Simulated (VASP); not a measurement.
# InGe2O2 (P-3m1) in VASP: single point with PBE

Aim: the single point of InGe2O2 with PBE.

Everything below comes from runs of VASP 6.6.1. Logs are shortened: lines on timing, memory, paths and dates and some standing lists are left out, and cuts for length are marked.

**1. The cell of the first run**

The structure is trigonal, space group P-3m1 (No. 164). The conventional cell has a = 3.623 Å, b = 3.623 Å, c = 8.468 Å, α = 90.00°, β = 90.00°, γ = 120.00°. In (site symmetry -3m) has 6 Ge at 3.62 Å and 6 In at 3.62 Å and 6 O at 4.10 Å within 4.8 Å. Within 2.6 Å of Ge (site symmetry 3m) lie 4 O at 1.98 to 2.17 Å. O (site symmetry 3m) has 4 Ge at 1.98 to 2.17 Å and 3 O at 2.52 Å within 2.6 Å.

The cell was built from a structure type or drawn by symmetry, and may not be a known phase.

**2. Single point, PBE**

INCAR reads:

```
  ALGO = Normal
  EDIFF = 1E-6
  ENCUT = 910
  GGA = PE
  GGA_COMPAT = F
  ISIF = 2
  ISMEAR = 0
  LASPH = T
  LCHARG = F
  LREAL = F
  LWAVE = F
  NBANDS = 34
  NELM = 120
  PREC = Accurate
  SIGMA = 0.1
```

KPOINTS reads:

```
k-points
0
Gamma
  6 6 4
```

POSCAR reads:

```
InGe2O2
1.0
    3.6229035300      0.0000000000      0.0000000000
   -1.8114517650      3.1375264924      0.0000000000
    0.0000000000      0.0000000000      8.4675221183
In Ge O
1 2 2
Direct
    0.0000000000      0.0000000000      0.0000000000
    0.6666666667      0.3333333333      0.3490709369
    0.3333333333      0.6666666667      0.6509290631
    0.6666666667      0.3333333333      0.5830275726
    0.3333333333      0.6666666667      0.4169724274
```

Potentials or basis: VASP PAW PBE potentials, release 64 (In_d, Ge_d, O_h).

Run with:

```bash
> cat potpaw_PBE.64/In_d/POTCAR potpaw_PBE.64/Ge_d/POTCAR potpaw_PBE.64/O_h/POTCAR > POTCAR
> mpirun -np 1 vasp_std > vasp.out
```

OUTCAR:

```text
EDIFF = 1E-6
   ENCUT = 910
   GGA = PE
   ISIF = 2
   ISMEAR = 0
   LASPH = T
   LREAL = F
   NELM = 120
   PREC = Accurate

 ion  position               nearest neighbor table
   1  0.000  0.000  0.000-
   2  0.667  0.333  0.349-   4 1.98   5 2.17   5 2.17   5 2.17
   3  0.333  0.667  0.651-   5 1.98   4 2.17   4 2.17   4 2.17
   4  0.667  0.333  0.583-   2 1.98   3 2.17   3 2.17   3 2.17
   5  0.333  0.667  0.417-   3 1.98   2 2.17   2 2.17   2 2.17

  LATTYP: Found a hexagonal cell.
 ALAT       =     3.6229035300
 C/A-ratio  =     2.3372198702

  Lattice vectors:

 A1 = (   3.6229035300,   0.0000000000,   0.0000000000)
 A2 = (  -1.8114517650,   3.1375264924,   0.0000000000)
 A3 = (   0.0000000000,   0.0000000000,   8.4675221183)

Analysis of symmetry for initial positions (statically):
=====================================================================
 Subroutine PRICEL returns:
 Original cell was already a primitive cell.

 Routine SETGRP: Setting up the symmetry group for a
 hexagonal supercell.

 Subroutine GETGRP returns: Found 12 space group operations
 (whereof 12 operations were pure point group operations)
 out of a pool of 24 trial point group operations.

The static configuration has the point symmetry D_3d.

Analysis of symmetry for dynamics (positions and initial velocities):
=====================================================================
 Subroutine PRICEL returns:
 Original cell was already a primitive cell.

 Routine SETGRP: Setting up the symmetry group for a
 hexagonal supercell.

 Subroutine GETGRP returns: Found 12 space group operations
 (whereof 12 operations were pure point group operations)
 out of a pool of 24 trial point group operations.

The dynamic configuration has the point symmetry D_3d.

 Subroutine INISYM returns: Found 12 space group operations
 (whereof 12 operations are pure point group operations),
 and found     1 'primitive' translations

----------------------------------------------------------------------------------------

                                     Primitive cell

  volume of cell :      96.2499

  direct lattice vectors                    reciprocal lattice vectors
     3.622903530  0.000000000  0.000000000     0.276021702  0.159361204  0.000000000
    -1.811451765  3.137526492  0.000000000     0.000000000  0.318722408  0.000000000
     0.000000000  0.000000000  8.467522118     0.000000000  0.000000000  0.118098304

  length of vectors
     3.622903530  3.622903530  8.467522118     0.318722408  0.318722408  0.118098304

  position of ions in fractional coordinates (direct lattice)
     0.000000000  0.000000000  0.000000000
     0.666666667  0.333333333  0.349070937
     0.333333333  0.666666667  0.650929063
     0.666666667  0.333333333  0.583027573
     0.333333333  0.666666667  0.416972427

  ion indices of the primitive-cell ions
   primitive index   ion index
                 1           1
                 2           2
                 3           3
                 4           4
                 5           5

----------------------------------------------------------------------------------------

 KPOINTS: k-points

Automatic generation of k-mesh.
 Grid dimensions read from file:
 generate k-points for:    6    6    4

 Generating k-lattice:

  Cartesian coordinates                     Fractional coordinates (reciprocal lattice)
     0.046003617  0.026560201  0.000000000     0.166666667  0.000000000  0.000000000
     0.000000000  0.053120401  0.000000000     0.000000000  0.166666667  0.000000000
     0.000000000  0.000000000  0.029524576     0.000000000  0.000000000  0.250000000

  Length of vectors
     0.053120401  0.053120401  0.029524576

  Shift w.r.t. Gamma in fractional coordinates (k-lattice)
     0.000000000  0.000000000  0.000000000

 Subroutine IBZKPT returns following result:
 ===========================================

 Found     24 irreducible k-points:

 Following reciprocal coordinates:
            Coordinates               Weight
  0.000000  0.000000  0.000000      1.000000
  0.166667  0.000000  0.000000      6.000000
  0.333333  0.000000  0.000000      6.000000
  0.500000  0.000000  0.000000      3.000000
  0.166667  0.166667  0.000000      6.000000
  0.333333  0.166667  0.000000     12.000000
[... 16 lines left out ...]
  0.333333  0.166667  0.500000     12.000000
  0.333333  0.333333  0.500000      2.000000
   k-points           NKPTS =     24   k-points in BZ     NKDIM =     24   number of bands    NBANDS=     34
   number of dos      NEDOS =    301   number of ions     NIONS =      5
   total plane-waves  NPLWV = 108864
   dimension x,y,z NGX =    36 NGY =   36 NGZ =   84
   dimension x,y,z NGXF=    72 NGYF=   72 NGZF=  168
   ions per type =               1   2   2
   NGX,Y,Z   is equivalent  to a cutoff of  16.52, 16.52, 16.49 a.u.
   NGXF,Y,Z  is equivalent  to a cutoff of  33.04, 33.04, 32.98 a.u.
 SYSTEM =  unknown system
   PREC   = accura    normal or accurate (medium, high low for compatibility)
   ISTART =      0    job   : 0-new  1-cont  2-samecut
   ICHARG =      2    charge: 1-file 2-atom 10-const
   ISPIN  =      1    spin polarized calculation?
   LNONCOLLINEAR =      F non collinear calculations
   LSORBIT =      F    spin-orbit coupling
   LASPH  =      T    aspherical Exc in radial PAW
   ENCUT  =  910.0 eV  66.88 Ry    8.18 a.u.   8.91  8.91 20.83*2*pi/ulx,y,z
   NELM   =    120;   NELMIN=  2; NELMDL= -5     # of ELM steps
   EDIFF  = 0.1E-05   stopping-criterion for ELM
   LREAL  =      F    real-space projection
[... 7 lines left out ...]
   TEBEG  =    0.0;   TEEND  =   0.0 temperature during run
   PSTRESS=    0.0 pullay stress
   NELECT =      53.0000    total number of electrons
   NUPDOWN=      -1.0000    fix difference up-down
   EMIN   =  10.00;   EMAX   =-10.00  energy-range for DOS
   EFERMI =   0.00;   METHOD = LEGACY
   ISMEAR =     0;   SIGMA  =   0.10  broadening in eV -4-tet -1-fermi 0-gaus
   EFERMI_NEDOS =   21; number of points for ismear=-14 and -15
   IALGO  =     38    algorithm
   IMIX   =      4    mixing-type and parameters
     AMIX     =   0.40;   BMIX     =  1.00
     AMIX_MAG =   1.60;   BMIX_MAG =  1.00
  volume/ion in A,a.u.               =      19.25       129.91
  Fermi-wavevector in a.u.,A,eV,Ry     =   1.341838  2.535705 24.497672  1.800528
  Thomas-Fermi vector in A             =   2.470039
   LORBIT       =      0    0 simple, 1 ext, 2 COOP (PROOUT), +10 PAW based schemes
   GGA     = PE    functional components
   LHFCALC =     F    Hartree Fock is set to
   AEXX    =    0.0000 exact exchange contribution
   IVDW    =     0    specifies the selected vdW correction
   LEPSILON=     F    determine dielectric tensor
   LRPA    =     F    only Hartree local field effects (RPA)
 non-spin polarized calculation
 Gauss-broadening in eV      SIGMA  =   0.10
  energy-cutoff  :      910.00
  volume of cell :       96.25
 maximum number of plane-waves:      6078
   NGX = 17   NGY = 17   NGZ = 41

 number of electron      52.9999995 magnetization

 Free energy of the ion-electron system (eV)
  ---------------------------------------------------
  ext. energy  EPLUGINS =         0.00000000
  ---------------------------------------------------
  free energy    TOTEN  =       -24.71231756 eV

  energy without entropy =      -24.70362599  energy(sigma->0) =      -24.70797178

 E-fermi :   5.4385     XC(G=0):  -9.7682

 val. band max:        5.4162770015   @ k =   0.5000   0.0000   0.2500
 cond. band min:       5.4486254003   @ k =   0.3333   0.0000   0.0000
 fundamental gap:      0.0323483988
 Fermi energy:         5.4384885051

 k-point     1 :       0.0000    0.0000    0.0000
  band No.  band energies     occupation
      1     -20.1726      2.00000
      2     -20.1726      2.00000
      3     -20.1713      2.00000
      4     -20.1713      2.00000
      5     -20.1307      2.00000
      6     -20.0622      2.00000
[... 26 lines left out ...]
     33      11.5018      0.00000
     34      12.8111      0.00000

 k-point     2 :       0.1667    0.0000    0.0000
  band No.  band energies     occupation
      1     -20.1889      2.00000
      2     -20.1783      2.00000
      3     -20.1682      2.00000
      4     -20.1661      2.00000
      5     -20.1144      2.00000
      6     -20.0657      2.00000
[... 26 lines left out ...]
     33      10.3327      0.00000
     34      11.6205      0.00000

 k-point     3 :       0.3333    0.0000    0.0000
  band No.  band energies     occupation
      1     -20.2088      2.00000
      2     -20.1937      2.00000
      3     -20.1591      2.00000
      4     -20.1555      2.00000
      5     -20.0974      2.00000
      6     -20.0762      2.00000
[... 26 lines left out ...]
     33      10.7889      0.00000
     34      11.0672      0.00000

 k-point     4 :       0.5000    0.0000    0.0000
  band No.  band energies     occupation
      1     -20.2161      2.00000
      2     -20.2023      2.00000
      3     -20.1546      2.00000
      4     -20.1502      2.00000
      5     -20.0932      2.00000
      6     -20.0810      2.00000
[... 26 lines left out ...]
     33       9.7578      0.00000
     34      11.6225      0.00000

 k-point     5 :       0.1667    0.1667    0.0000
  band No.  band energies     occupation
      1     -20.2028      2.00000
      2     -20.1889      2.00000
      3     -20.1626      2.00000
      4     -20.1597      2.00000
      5     -20.1000      2.00000
      6     -20.0742      2.00000
[... 621 lines left out ...]
 k-point    22 :       0.1667    0.1667    0.5000
  band No.  band energies     occupation
      1     -20.2028      2.00000
      2     -20.1889      2.00000
      3     -20.1626      2.00000
      4     -20.1597      2.00000
      5     -20.1000      2.00000
      6     -20.0742      2.00000
[... 26 lines left out ...]
     33      10.1871      0.00000
     34      10.3130      0.00000

 k-point    23 :       0.3333    0.1667    0.5000
  band No.  band energies     occupation
      1     -20.2116      2.00000
      2     -20.2005      2.00000
      3     -20.1581      2.00000
      4     -20.1534      2.00000
      5     -20.0912      2.00000
      6     -20.0811      2.00000
[... 26 lines left out ...]
     33       9.9375      0.00000
     34      10.7061      0.00000

 k-point    24 :       0.3333    0.3333    0.5000
  band No.  band energies     occupation
      1     -20.2066      2.00000
      2     -20.2066      2.00000
      3     -20.1597      2.00000
      4     -20.1539      2.00000
      5     -20.0849      2.00000
      6     -20.0849      2.00000
[... 26 lines left out ...]
     33      10.4032      0.00000
     34      10.7209      0.00000

------------------------ aborting loop because EDIFF is reached ----------------------------------------

  FORCE on cell =-STRESS in cart. coord.  units (eV):
  Direction    XX          YY          ZZ          XY          YZ          ZX
  --------------------------------------------------------------------------------------
  -------------------------------------------------------------------------------------
  Total        0.0273095      0.0273095      0.0494881      0.0000000     -0.0000000      0.0000000
  in kB        0.4545935      0.4545935      0.8237795      0.0000000     -0.0000000      0.0000000
  external PRESSURE =       0.5776555 kB  Pullay stress =       0.0000000 kB

 VOLUME and BASIS-vectors are now :
 -----------------------------------------------------------------------------
  energy-cutoff  :      910.00
  volume of cell :       96.25
      direct lattice vectors                 reciprocal lattice vectors
     3.622903530  0.000000000  0.000000000     0.276021702  0.159361204  0.000000000
    -1.811451765  3.137526492  0.000000000     0.000000000  0.318722408  0.000000000
     0.000000000  0.000000000  8.467522118     0.000000000  0.000000000  0.118098304

 POSITION                                       TOTAL-FORCE (eV/Angst)
 -----------------------------------------------------------------------------------
      0.00000      0.00000      0.00000        -0.000000      0.000000      0.000000
      1.81145      1.04584      2.95577         0.000000     -0.000000     -0.035795
     -0.00000      2.09168      5.51176        -0.000000      0.000000      0.035795
      1.81145      1.04584      4.93680         0.000000     -0.000000     -0.004181
     -0.00000      2.09168      3.53072         0.000000      0.000000      0.004181
 -----------------------------------------------------------------------------------
    total drift:                                0.000000     -0.000000      0.000000

  FREE ENERGIE OF THE ION-ELECTRON SYSTEM (eV)
  ---------------------------------------------------
  free  energy   TOTEN  =       -24.7123175575 eV

  energy  without entropy=      -24.7036259939  energy(sigma->0) =      -24.70797178
```

It took 1.7 min on 1 thread of Intel Xeon 6975P-C (Granite Rapids), shared host; peak memory 0.4 GiB.

What came out:

```
Free energy            : -24.7123 eV
Pressure               : 0.1 GPa
Largest force          : 0.036 eV/Å
Band gap on the k mesh : zero (an odd number of electrons rules out a gap without spin polarisation)
```

Forces on the atoms (eV/Å):
```
In   0.000  0.000  0.000
Ge   0.000  0.000 -0.036
Ge   0.000  0.000  0.036
O    0.000  0.000 -0.004
O    0.000  0.000  0.004
```

Levels at points of the mesh, in eV from the Fermi level:
| k point | band 23 | band 24 | band 25 | band 26 | band 27 | band 28 | band 29 | band 30 |
| --- | --- | --- | --- | --- | --- | --- | --- | --- |
| (0.00, 0.00, 0.00) | -5.00 | -4.16 | -4.16 | -2.93 | 0.77 | 3.02 | 3.02 | 3.92 |
| (0.50, 0.00, 0.00) | -4.40 | -3.93 | -2.45 | -2.43 | -0.68 | -0.43 | 2.28 | 3.36 |
| (0.00, 0.00, 0.50) | -5.85 | -4.16 | -4.16 | -1.46 | 0.24 | 3.05 | 3.05 | 3.34 |
| (0.50, 0.00, 0.50) | -4.40 | -3.85 | -3.30 | -1.96 | -1.03 | 0.66 | 1.21 | 3.52 |

Caveat: the cutoff is under 1.25 times the usual one of these potentials, so pressure, stress and relaxed cells hold a basis-set (Pulay) error; spin-orbit coupling is left out, which moves the levels of the heavy elements; an odd number of electrons without spin polarisation forces a metal; a magnetic or distorted state may lie lower.
